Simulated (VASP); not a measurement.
Set up this calculation in VASP 6.6.1, as the native input.

```
Task                   : single point
Functional             : PBE
Potentials or basis    : VASP PAW PBE potentials, release 64 (Cd, Te)
Cutoff                 : 500 eV
k mesh                 : 4 × 4 × 4
Occupations            : gaussian, width 0.01 eV
Spin                   : no spin polarisation
Dipole correction      : no
Further INCAR settings : ALGO = Normal; EDIFF = 1e-06; NBANDS = 16
```

The structure of CdTe lies in POSCAR:

```
CdTe
1.0
    0.0000000000      3.2799012461      3.2799012461
    3.2799012461      0.0000000000      3.2799012461
    3.2799012461      3.2799012461      0.0000000000
Cd Te
1 1
Direct
    0.0000000000      0.0000000000      0.0000000000
    0.2500000000      0.2500000000      0.2500000000
```

These files were run (other wordings do the same):

INCAR

```
SYSTEM = CdTe
  PREC = Accurate
  ENCUT = 500
  EDIFF = 1E-6
  ISMEAR = 0
  SIGMA = 0.01
  LREAL = .FALSE.
  LASPH = .TRUE.
  NELM = 120
  ALGO = Normal
  ISIF = 2
  LWAVE = .FALSE.
  LCHARG = .FALSE.
  GGA = PE
  NBANDS = 16
  GGA_COMPAT = .FALSE.
```

KPOINTS

```
regular mesh
0
G
  4 4 4
  0 0 0
```

Potentials or basis: VASP PAW PBE potentials, release 64 (Cd, Te).

Command:

```sh
$ cat potpaw_PBE.64/Cd/POTCAR potpaw_PBE.64/Te/POTCAR > POTCAR
$ mpirun -np 1 vasp_std > vasp.out
```

Results of the run:

* Pressure: 1.3 GPa
* Band gap on the k mesh: 0.65 eV

Caveat: semilocal functionals underestimate gaps, and a narrow one can read as zero; spin-orbit coupling is left out, which moves the levels of the heavy elements.

It took 9.6 s on 1 thread of Intel(R) Xeon(R) Platinum 8375C CPU @ 2.90GHz (Ice Lake), on a shared host, peak memory 0.2 GiB.
